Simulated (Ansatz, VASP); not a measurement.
# WS2: VASP beside Ansatz

```
W S
1.0
     3.12394    0.00000    0.00000
    -1.56197    2.70541    0.00000
     0.00000    0.00000   16.93754
W S
1 2
Cartesian
  0.0000 1.8036 0.0205
  1.5468 0.9018 15.3061
  1.5772 0.9018 1.5138
```

Change from the starting cell: mode 4 frozen in at -0.015 Å and mode 9 at -0.059 Å (largest displacements).

Alike in both runs: task single point; functional PBEsol; dispersion D3(BJ); k mesh 12 × 12 × 2; occupations gaussian, width 0.05 eV; no spin polarisation.

|  | VASP | Ansatz |
| --- | --- | --- |
| version | VASP 6.6.1 | Ansatz 0.2.0 |
| potentials or method | VASP PAW PBE potentials, release 64 (W_sv, S), cutoff 520 eV | scalar-relativistic, plane waves, PAW |
| valence electrons in the cell | 26 | 26 |

|  | VASP | Ansatz | Ansatz less VASP |
| --- | --- | --- | --- |
| gap on the k mesh at the Fermi level (eV) | 1.95 | 1.95 | -0.001 |
| least direct gap on the mesh (eV) | 2.04 | 2.03 | -0.004 |
| rms of the force components (eV/Å) | 1.111 | 1.109 | -0.0024 |

VASP's potentials were made for PBE, not for PBEsol, and Ansatz warns of the same on its side. Atom by atom the forces differ by 0.010 eV/Å (rms over components).

Neither program's run includes spin-orbit coupling.
